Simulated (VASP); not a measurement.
Crystal: ZnCu.

```
Zn Cu
1.0
     2.92523    0.00000    0.00000
     0.00000    2.92523    0.00000
     0.00000    0.00000    2.92523
Zn Cu
1 1
Direct
  0.50000 0.50000 0.50000
  0.00000 0.00000 0.00000
```

This cell differs from its parent crystal: volume scaled by 0.98.

Base run:

* Program: VASP 6.6.1
* Functional: PBEsol
* Potentials or basis: VASP PAW PBE potentials, release 64 (Zn, Cu)
* Cutoff: 520 eV
* k mesh: 9 × 9 × 9
* Occupations: fermi-dirac, width 0.05 eV
* Spin: no spin polarisation

Its results: pressure -1.4 GPa.

After a change of settings the same cell gave: pressure -0.1 GPa. Which change was it?
A. functional from PBEsol to r2SCAN; cutoff from 520 eV to 660 eV
B. functional from PBEsol to LDA; potentials or basis from VASP PAW PBE potentials, release 64 (Zn, Cu) to VASP PAW LDA potentials, release 64 (Zn, Cu)
C. functional from PBEsol to LDA; potentials or basis from VASP PAW PBE potentials, release 64 (Zn, Cu) to VASP PAW LDA potentials, release 64 (Zn, Cu); cutoff from 520 eV to 600 eV
D. functional from PBEsol to PBE

A.

Caveats: the PAW data sets were made with another functional, which shifts forces and pressure a little.
